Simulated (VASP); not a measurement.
# Si3N4: single point with PBE+D3(BJ)

Si3N4:

```xyz
14
Lattice="7.3725 0.0000 0.0000 -3.6862 6.3848 0.0000 0.0000 0.0000 2.8296" Properties=species:S:1:pos:R:3 pbc="T T T"
Si    4.9931    1.0701    0.9214
Si    1.5698    4.8592    2.3362
Si    3.9492    3.7891    0.9214
Si   -1.3068    5.3147    2.3362
Si    2.1164    1.5256    0.9214
Si   -0.2630    2.5957    2.3362
N    -1.0343    2.0957    0.9214
N     5.0404    0.1521    2.3362
N     2.3885    4.4412    0.9214
N     4.7205    4.2891    2.3362
N    -1.3542    6.2326    0.9214
N     1.2978    1.9436    2.3362
N     0.0000    4.2565   -0.4934
N     3.6862    2.1283    0.9214
```

```yaml
Program: VASP 6.6.1
Task: single point
Functional: PBE
Dispersion: D3(BJ)
Potentials_or_basis: VASP PAW PBE potentials, release 64 (Si, N)
Cutoff: 520 eV
k_mesh: 6 × 6 × 8
Occupations: gaussian, width 0.02 eV
Spin: no spin polarisation
```

```
Pressure                   : 26.8 GPa
Largest force              : 0.010 eV/Å
Band gap on the k mesh     : 4.60 eV (least direct gap 4.82 eV)
Dispersion energy per atom : -0.282 eV
```

Forces on the atoms (eV/Å):
```
Si   0.007  0.007  0.000
Si  -0.003  0.009  0.000
Si  -0.009  0.002  0.000
Si  -0.007 -0.007  0.000
Si   0.003 -0.009  0.000
Si   0.009 -0.002  0.000
N   -0.003 -0.010  0.000
N    0.008 -0.007  0.000
N    0.010  0.003  0.000
N    0.003  0.010  0.000
N   -0.008  0.007  0.000
N   -0.010 -0.003  0.000
N    0.000  0.000  0.000
N    0.000  0.000  0.000
```

Levels at points of the mesh, in eV from the valence-band top:
| k point | band 30 | band 31 | band 32 | band 33 | band 34 | band 35 |
| --- | --- | --- | --- | --- | --- | --- |
| (0.00, 0.00, 0.00) | -0.54 | -0.35 | -0.22 | 4.60 | 5.13 | 5.42 |
| (0.50, 0.00, 0.00) | -0.78 | -0.38 | -0.29 | 5.08 | 5.13 | 5.24 |
| (0.00, 0.00, 0.50) | -1.75 | -1.59 | -1.59 | 5.01 | 5.01 | 5.01 |
| (0.50, 0.00, 0.50) | -1.62 | -1.19 | -1.19 | 5.22 | 5.22 | 6.20 |

Wall time 7.3 min on 1 thread of Intel Xeon 8259CL (shared host), peak memory 0.36 GiB.

Caveat: the cell stands under pressure. A k mesh can miss the band edges.
